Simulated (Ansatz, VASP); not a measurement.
InSe in VASP and in Ansatz

```
In Se
1.0
     5.82639   -2.05465    0.00000
     5.82639    2.05465    0.00000
    -1.72323    0.00000    4.77135
In Se
2 2
Cartesian
  10.2844 0.0102 0.2306
  -0.2896 0.0057 4.5293
  6.5227 0.0200 3.2066
  3.4136 -0.0220 1.6071
```

Change from the starting cell: atoms moved at random, drawn with an rms of 0.05 Å.

Alike in both runs: task single point; functional PBE; k mesh 7 × 7 × 6; occupations fermi-dirac, width 0.05 eV; no spin polarisation.

|  | VASP | Ansatz |
| --- | --- | --- |
| version | VASP 6.6.1 | Ansatz 0.2.0 |
| potentials or method | VASP PAW PBE potentials, release 64 (In_d, Se), cutoff 520 eV | all-electron LAPW, scalar-relativistic |

```tsv
	VASP	Ansatz	Ansatz less VASP
gap on the k mesh at the Fermi level (eV)	1.02	1.03	+0.010
least direct gap on the mesh (eV)	1.15	1.16	+0.010
pressure (GPa)	1.8	1.7	-0.05
traceless stress, the component that is largest in VASP (GPa)	0.71	0.69	-0.011
rms of the force components (eV/Å)	0.263	0.257	-0.0065
```

Atom by atom the forces differ by 0.008 eV/Å (rms over components). Ansatz ran all-electron here, and VASP with PAW potentials.
